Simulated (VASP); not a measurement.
# Ir3C in VASP: a series of runs

The runs below take Ir3C through single point, with LDA.

Everything below comes from runs of VASP 6.6.1. Logs are shortened: lines on timing, memory, paths and dates and some standing lists are left out, and cuts for length are marked.

### Step 1. The cell of the first run

The cell holds a slab with vacuum, 4 atoms: a = 2.695 Å, b = 2.695 Å, c = 21.277 Å, α = 90.00°, β = 90.00°, γ = 120.00°.

### Step 2. Single point, LDA, collinear spin

File INCAR:

```
PREC = Accurate ; ENCUT = 520
EDIFF = 1E-7 ; ISMEAR = 0
SIGMA = 0.1 ; LREAL = False
LASPH = True ; NELM = 150
ALGO = Normal ; ISIF = 2
LWAVE = False ; LCHARG = False
ISPIN = 2 ; MAGMOM = 0 0 0 2
LORBIT = 11 ; LMAXMIX = 4
LDIPOL = True ; IDIPOL = 3
DIPOL = 0.5 0.5 0.346 ; NBANDS = 28
```

File KPOINTS:

```
regular mesh
0
Gamma
  12 12 1
```

File POSCAR:

```
Ir3C
1.0
    2.6946510889      0.0000000000      0.0000000000
   -1.3473255444      2.3336362973      0.0000000000
    0.0000000000      0.0000000000     21.2769546740
Ir C
3 1
Direct
    0.6666666667      0.3333333333      0.1879968286
    0.3333333333      0.6666666667      0.2885049938
    0.0000000000      0.0000000000      0.3890103072
    0.6666666667     -0.6666666667      0.5173181427
```

Potentials or basis: VASP PAW LDA potentials, release 64 (Ir, C).

Run with:

```console
$ cat potpaw_LDA.64/Ir/POTCAR potpaw_LDA.64/C/POTCAR > POTCAR
$ mpirun -np 1 vasp_std > vasp.out
```

OUTCAR:

```text
PREC = Accurate
   ENCUT = 520
   EDIFF = 1E-7
   ISMEAR = 0
   LREAL = False
   LASPH = True
   NELM = 150
   ISIF = 2
   ISPIN = 2
   LORBIT = 11

 ion  position               nearest neighbor table
   1  0.667  0.333  0.188-   2 2.64   2 2.64   2 2.64
   2  0.333  0.667  0.289-   3 2.64   3 2.64   3 2.64   1 2.64   1 2.64   1 2.64
   3  0.000  0.000  0.389-   2 2.64   2 2.64   2 2.64
   4  0.667  0.333  0.517-

  LATTYP: Found a hexagonal cell.
 ALAT       =     2.6946510889
 C/A-ratio  =     7.8959961687

  Lattice vectors:

 A1 = (   2.6946510889,   0.0000000000,   0.0000000000)
 A2 = (  -1.3473255444,   2.3336362973,   0.0000000000)
 A3 = (   0.0000000000,   0.0000000000,  21.2769546740)

Analysis of symmetry for initial positions (statically):
=====================================================================
 Subroutine PRICEL returns:
 Original cell was already a primitive cell.

 Routine SETGRP: Setting up the symmetry group for a
 hexagonal supercell.

 Subroutine GETGRP returns: Found  6 space group operations
 (whereof  6 operations were pure point group operations)
 out of a pool of 24 trial point group operations.

The static configuration has the point symmetry C_3v.

Analysis of symmetry for dynamics (positions and initial velocities):
=====================================================================
 Subroutine PRICEL returns:
 Original cell was already a primitive cell.

 Routine SETGRP: Setting up the symmetry group for a
 hexagonal supercell.

 Subroutine GETGRP returns: Found  6 space group operations
 (whereof  6 operations were pure point group operations)
 out of a pool of 24 trial point group operations.

The dynamic configuration has the point symmetry C_3v.

Analysis of structural, dynamic, and magnetic symmetry:
=====================================================================
 Subroutine PRICEL returns:
 Original cell was already a primitive cell.

 Routine SETGRP: Setting up the symmetry group for a
 hexagonal supercell.

 Subroutine GETGRP returns: Found  6 space group operations
 (whereof  6 operations were pure point group operations)
 out of a pool of 24 trial point group operations.

The overall configuration has the point symmetry C_3v.

 Subroutine INISYM returns: Found  6 space group operations
 (whereof  6 operations are pure point group operations),
 and found     1 'primitive' translations

----------------------------------------------------------------------------------------

                                     Primitive cell

  volume of cell :     133.7966

  direct lattice vectors                    reciprocal lattice vectors
     2.694651089  0.000000000  0.000000000     0.371105559  0.214257895  0.000000000
    -1.347325544  2.333636297  0.000000000     0.000000000  0.428515789  0.000000000
     0.000000000  0.000000000 21.276954674     0.000000000  0.000000000  0.046999207

  length of vectors
     2.694651089  2.694651089 21.276954674     0.428515789  0.428515789  0.046999207

  position of ions in fractional coordinates (direct lattice)
     0.666666667  0.333333333  0.187996829
     0.333333333  0.666666667  0.288504994
     0.000000000  0.000000000  0.389010307
     0.666666667  0.333333333  0.517318143

  ion indices of the primitive-cell ions
   primitive index   ion index
                 1           1
                 2           2
                 3           3
                 4           4

----------------------------------------------------------------------------------------

 KPOINTS: regular mesh

Automatic generation of k-mesh.
 Grid dimensions read from file:
 generate k-points for:   12   12    1

 Generating k-lattice:

  Cartesian coordinates                     Fractional coordinates (reciprocal lattice)
     0.030925463  0.017854825  0.000000000     0.083333333 -0.000000000  0.000000000
     0.000000000  0.035709649  0.000000000     0.000000000  0.083333333  0.000000000
     0.000000000  0.000000000  0.046999207     0.000000000  0.000000000  1.000000000

  Length of vectors
     0.035709649  0.035709649  0.046999207

  Shift w.r.t. Gamma in fractional coordinates (k-lattice)
     0.000000000  0.000000000  0.000000000

 Subroutine IBZKPT returns following result:
 ===========================================

 Found     19 irreducible k-points:

 Following reciprocal coordinates:
            Coordinates               Weight
  0.000000  0.000000  0.000000      1.000000
  0.083333 -0.000000  0.000000      6.000000
  0.166667 -0.000000  0.000000      6.000000
  0.250000 -0.000000  0.000000      6.000000
  0.333333 -0.000000  0.000000      6.000000
  0.416667 -0.000000  0.000000      6.000000
[... 11 lines left out ...]
  0.333333  0.250000  0.000000     12.000000
  0.333333  0.333333  0.000000      2.000000
   k-points           NKPTS =     19   k-points in BZ     NKDIM =     19   number of bands    NBANDS=     28
   number of dos      NEDOS =    301   number of ions     NIONS =      4
   total plane-waves  NPLWV =  64000
   dimension x,y,z NGX =    20 NGY =   20 NGZ =  160
   dimension x,y,z NGXF=    40 NGYF=   40 NGZF=  320
   ions per type =               3   1
   NGX,Y,Z   is equivalent  to a cutoff of  12.34, 12.34, 12.50 a.u.
   NGXF,Y,Z  is equivalent  to a cutoff of  24.68, 24.68, 25.00 a.u.
 SYSTEM =  unknown system
   PREC   = accura    normal or accurate (medium, high low for compatibility)
   ISTART =      0    job   : 0-new  1-cont  2-samecut
   ICHARG =      2    charge: 1-file 2-atom 10-const
   ISPIN  =      2    spin polarized calculation?
   LNONCOLLINEAR =      F non collinear calculations
   LSORBIT =      F    spin-orbit coupling
   LASPH  =      T    aspherical Exc in radial PAW
   ENCUT  =  520.0 eV  38.22 Ry    6.18 a.u.   5.01  5.01 39.56*2*pi/ulx,y,z
   NELM   =    150;   NELMIN=  2; NELMDL= -5     # of ELM steps
   EDIFF  = 0.1E-06   stopping-criterion for ELM
   LREAL  =      F    real-space projection
   EDIFFG = 0.1E-05   stopping-criterion for IOM
   NSW    =      0    number of steps for IOM
   IBRION =     -1    ionic relax: 0-MD 1-quasi-New 2-CG
   NFREE  =      0    steps in history (QN), initial steepest desc. (CG)
   ISIF   =      2    stress and relaxation
   ISYM   =      2    0-nonsym 1-usesym 2-fastsym
   POTIM  = 0.5000    time-step for ionic-motion
   TEBEG  =    0.0;   TEEND  =   0.0 temperature during run
   PSTRESS=    0.0 pullay stress
   NELECT =      31.0000    total number of electrons
   NUPDOWN=      -1.0000    fix difference up-down
   EMIN   =  10.00;   EMAX   =-10.00  energy-range for DOS
   EFERMI =   0.00;   METHOD = LEGACY
   ISMEAR =     0;   SIGMA  =   0.10  broadening in eV -4-tet -1-fermi 0-gaus
   EFERMI_NEDOS =   21; number of points for ismear=-14 and -15
   IALGO  =     38    algorithm
   IMIX   =      4    mixing-type and parameters
     AMIX     =   0.40;   BMIX     =  1.00
     AMIX_MAG =   1.60;   BMIX_MAG =  1.00
  volume/ion in A,a.u.               =      33.45       225.73
  Fermi-wavevector in a.u.,A,eV,Ry     =   1.005496  1.900112 13.755791  1.011022
  Thomas-Fermi vector in A             =   2.138179
   LORBIT       =     11    0 simple, 1 ext, 2 COOP (PROOUT), +10 PAW based schemes
   GGA     = CA    functional components
   LHFCALC =     F    Hartree Fock is set to
   AEXX    =    0.0000 exact exchange contribution
   IVDW    =     0    specifies the selected vdW correction
   LEPSILON=     F    determine dielectric tensor
   LRPA    =     F    only Hartree local field effects (RPA)
 spin polarized calculation
 Gauss-broadening in eV      SIGMA  =   0.10
  energy-cutoff  :      520.00
  volume of cell :      133.80
 maximum number of plane-waves:      3675
 NGX is ok and might be reduce to    20
   NGX =  9   NGY =  9   NGZ = 79

 dipolmoment           0.000000      0.000000     -0.082951 electrons x Angstroem

 number of electron      30.9999999 magnetization       0.0002426

 number of electron      30.9999999 magnetization      -0.0001439

 dipolmoment           0.000000      0.000000      0.015282 electrons x Angstroem

 Free energy of the ion-electron system (eV)
  ---------------------------------------------------
  ext. energy  EPLUGINS =         0.00000000
  ---------------------------------------------------
  free energy    TOTEN  =       -32.94077564 eV

  energy without entropy =      -32.92358899  energy(sigma->0) =      -32.93218232

 E-fermi :  -0.0527     XC(G=0):  -6.3817

 val. band max:       -0.0535338592   @ k =   0.3333  -0.0000   0.0000
 cond. band min:      -0.0374874778   @ k =   0.2500   0.0833   0.0000
 fundamental gap:      0.0160463815
 Fermi energy:        -0.0527218453

 spin component 1

 k-point     1 :       0.0000    0.0000    0.0000
  band No.  band energies     occupation
      1     -10.8779      1.00000
      2     -10.4126      1.00000
      3      -8.3798      1.00000
      4      -8.1994      1.00000
      5      -4.2071      1.00000
      6      -4.2071      1.00000
[... 559 lines left out ...]
     26      10.4901      0.00000
     27      10.9059      0.00000
 Fermi energy:        -0.0527218453

 spin component 2

 k-point     1 :       0.0000    0.0000    0.0000
  band No.  band energies     occupation
      1     -10.8779      1.00000
      2     -10.4127      1.00000
      3      -8.3798      1.00000
      4      -8.1994      1.00000
      5      -4.2071      1.00000
      6      -4.2071      1.00000
[... 559 lines left out ...]
     26      10.4901      0.00000
     27      10.9059      0.00000
 [bands above 27 left out]

------------------------ aborting loop because EDIFF is reached ----------------------------------------

 vacuum level on the upper side and lower side of the slab       (xc-potential included)         0.115        -0.299

  FORCE on cell =-STRESS in cart. coord.  units (eV):
  Direction    XX          YY          ZZ          XY          YZ          ZX
  --------------------------------------------------------------------------------------
  -------------------------------------------------------------------------------------
  Total       -5.6111292     -5.6111292     -3.9192530     -0.0000000      0.0000000      0.0000000
  in kB      -67.1917069    -67.1917069    -46.9319616     -0.0000000      0.0000000      0.0000000
  external PRESSURE =     -60.4384585 kB  Pullay stress =       0.0000000 kB

 VOLUME and BASIS-vectors are now :
 -----------------------------------------------------------------------------
  energy-cutoff  :      520.00
  volume of cell :      133.80
      direct lattice vectors                 reciprocal lattice vectors
     2.694651089  0.000000000  0.000000000     0.371105559  0.214257895  0.000000000
    -1.347325544  2.333636297  0.000000000     0.000000000  0.428515789  0.000000000
     0.000000000  0.000000000 21.276954674     0.000000000  0.000000000  0.046999207

 POSITION                                       TOTAL-FORCE (eV/Angst)
 -----------------------------------------------------------------------------------
      1.34733      0.77788      4.00000         0.000000     -0.000000     -0.286861
     -0.00000      1.55576      6.13851         0.000000     -0.000000      0.438781
      0.00000      0.00000      8.27695         0.000000     -0.000000      1.378445
      1.34733      0.77788     11.00695        -0.000000      0.000000     -1.530366
 -----------------------------------------------------------------------------------
    total drift:                               -0.000000      0.000000     -0.000263

  FREE ENERGIE OF THE ION-ELECTRON SYSTEM (eV)
  ---------------------------------------------------
  free  energy   TOTEN  =       -32.9407756437 eV

  energy  without entropy=      -32.9235889889  energy(sigma->0) =      -32.93218232

 vacuum level on the upper side and lower side of the slab         5.996         5.572

 total charge

# of ion       s       p       d       tot
------------------------------------------
    1        0.688   0.618   6.978   8.284
    2        0.695   0.795   7.033   8.523
    3        0.664   0.631   6.967   8.262
    4        1.057   0.856   0.000   1.912
--------------------------------------------------
tot          3.104   2.899  20.978  26.981

 magnetization (x)

# of ion       s       p       d       tot
------------------------------------------
    1       -0.000  -0.000  -0.000  -0.000
    2        0.000   0.000   0.000   0.000
    3        0.000   0.000   0.000   0.000
    4       -0.000  -0.000   0.000  -0.000
--------------------------------------------------
tot         -0.000  -0.000   0.000  -0.000
```

Run time: 2.9 min. Hardware: 1 thread of Intel Xeon 6975P-C (Granite Rapids), shared host; peak memory 0.28 GiB.

What came out:

| Item | Value |
| --- | --- |
| Free energy | -32.9408 eV |
| Largest force | 1.530 eV/Å |
| Net moment | 0.00 μB per cell |
| Valence electrons inside the program's atomic spheres | Ir 8.28, 8.52, 8.26; C 1.91 |

Forces in eV/Å, atoms in the order of the input:
```
Ir   0.000  0.000 -0.287
Ir   0.000  0.000  0.439
Ir   0.000  0.000  1.378
C    0.000  0.000 -1.530
```

Caveat: spin-orbit coupling is left out, which moves the levels of the heavy elements.

### Step 3. Single point, LDA, collinear spin

File INCAR:

```
PREC = Accurate ; ENCUT = 520
EDIFF = 1E-6 ; ISMEAR = 0
SIGMA = 0.1 ; LREAL = F
LASPH = T ; NELM = 150
ALGO = Normal ; ISIF = 2
LWAVE = F ; LCHARG = T
ISPIN = 2 ; MAGMOM = 0 0 0 2
LORBIT = 11 ; LMAXMIX = 4
LDIPOL = T ; IDIPOL = 3
DIPOL = 0.5 0.5 0.360 ; GGA = CA
LELF = T ; LVHAR = T
LVACPOTAV = T ; NBANDS = 28
```

File KPOINTS:

```
Automatic mesh
0
Gamma
  12 12 1
```

Edit POSCAR of step 2 so:

```diff
@@ -11,2 +11,2 @@
     0.0000000000      0.0000000000      0.3890103072
-    0.6666666667     -0.6666666667      0.5173181427
+    0.6666666667     -0.6666666667      0.5737171913
```

Potentials or basis: VASP PAW LDA potentials, release 64 (Ir, C).

Run with:

```console
$ cat potpaw_LDA.64/Ir/POTCAR potpaw_LDA.64/C/POTCAR > POTCAR
$ mpirun -np 1 vasp_std > vasp.out
```

It took 2.4 min on 1 thread of Intel Xeon 6975P-C (Granite Rapids), shared host; peak memory 0.28 GiB.

Results (log left out):

* Free energy: -32.0858 eV
* Largest force: 0.307 eV/Å
* Net moment: 0.08 μB per cell
* Site moments: Ir -0.00; C +0.04 μB
* Valence electrons inside the program's atomic spheres: Ir 8.28, 8.53, 8.27; C 1.91

Forces in eV/Å, atoms in the order of the input:
```
Ir   0.000  0.000 -0.148
Ir   0.000  0.000  0.050
Ir   0.000  0.000  0.307
C    0.000  0.000 -0.209
```

Levels at points of the mesh, in eV from the Fermi level:
Spin up:
```tsv
k point	band 14	band 15	band 16	band 17	band 18	band 19
(0.00, 0.00, 0.00)	-1.16	-1.16	-0.81	-0.36	-0.36	0.60
(0.50, 0.00, 0.00)	0.60	0.87	0.95	1.10	1.60	1.70
```
Spin down:
```
           k point  band 13  band 14  band 15  band 16  band 17  band 18
(0.00, 0.00, 0.00)    -1.77    -1.16    -1.16    -0.78    -0.36    -0.36
(0.50, 0.00, 0.00)     0.40     0.60     0.93     0.95     1.13     1.60
```

Caveat: spin-orbit coupling is left out, which moves the levels of the heavy elements.

### Step 4. Single point, LDA, collinear spin

File INCAR:

```
SYSTEM = Ir3C
ALGO = Normal
DIPOL = 0.5 0.5 0.341
EDIFF = 1E-6
ENCUT = 520
GGA = CA
IDIPOL = 3
ISIF = 2
ISMEAR = 0
ISPIN = 2
LASPH = .TRUE.
LCHARG = .FALSE.
LDIPOL = .TRUE.
LMAXMIX = 4
LORBIT = 11
LREAL = .FALSE.
LWAVE = .FALSE.
MAGMOM = 0 0 0 2
NBANDS = 28
NELM = 150
PREC = Accurate
SIGMA = 0.1
```

File KPOINTS:

```
k-points
0
G
  12 12 1
  0 0 0
```

Edit POSCAR of step 3 so:

```diff
@@ -11,2 +11,2 @@
     0.0000000000      0.0000000000      0.3890103072
-    0.6666666667     -0.6666666667      0.5737171913
+    0.0000000000      0.0000000000      0.4985184598
```

Run with:

```console
$ cat potpaw_LDA.64/Ir/POTCAR potpaw_LDA.64/C/POTCAR > POTCAR
$ mpirun -np 1 vasp_std > vasp.out
```

Run time: 2.9 min. Hardware: 1 thread of Intel Xeon 6975P-C (Granite Rapids), shared host; peak memory 0.27 GiB.

Results (log left out):

* Free energy: -34.1324 eV
* Largest force: 2.990 eV/Å
* Net moment: 0.00 μB per cell
* Valence electrons inside the program's atomic spheres: Ir 8.28, 8.54, 8.36; C 1.95

Forces on the atoms (eV/Å):
```
Ir   0.000  0.000 -0.448
Ir   0.000  0.000  0.109
Ir   0.000  0.000  2.990
C    0.000  0.000 -2.651
```

Levels at points of the mesh, in eV from the Fermi level:
Spin up:
```tsv
k point	band 12	band 13	band 14	band 15	band 16	band 17	band 18	band 19
(0.00, 0.00, 0.00)	-3.05	-2.13	-1.18	-1.18	-0.41	-0.41	-0.20	0.76
(0.50, 0.00, 0.00)	-0.76	-0.32	0.52	0.94	1.21	1.58	1.69	2.15
```
Spin down:
| k point | band 13 | band 14 | band 15 | band 16 | band 17 | band 18 |
| --- | --- | --- | --- | --- | --- | --- |
| (0.00, 0.00, 0.00) | -2.13 | -1.18 | -1.18 | -0.41 | -0.41 | -0.20 |
| (0.50, 0.00, 0.00) | -0.32 | 0.52 | 0.94 | 1.21 | 1.58 | 1.69 |

Caveat: spin-orbit coupling is left out, which moves the levels of the heavy elements.

### Step 5. The runs side by side

| cell | gap on the mesh (eV) | moment (μB) | largest force (eV/Å) |
| --- | --- | --- | --- |
| as given, atomic positions A | none | 0.00 | 1.53 |
| as given, atomic positions B | none | 0.08 | 0.31 |
| as given, atomic positions C | none | 0.00 | 2.99 |

Alike in all rows: task single point; level LDA; potentials or basis VASP PAW LDA potentials, release 64 (Ir, C); spin collinear; k mesh 12 × 12 × 1; cutoff (eV) 520; smearing gaussian 0.1 eV.

Caveats: spin-orbit coupling is left out, which moves the levels of the heavy elements.

Total energies depend on the potentials used, so only differences within one code and one set of settings carry meaning.

The gap in the log of VASP goes by the Fermi energy; the results here count the filled bands.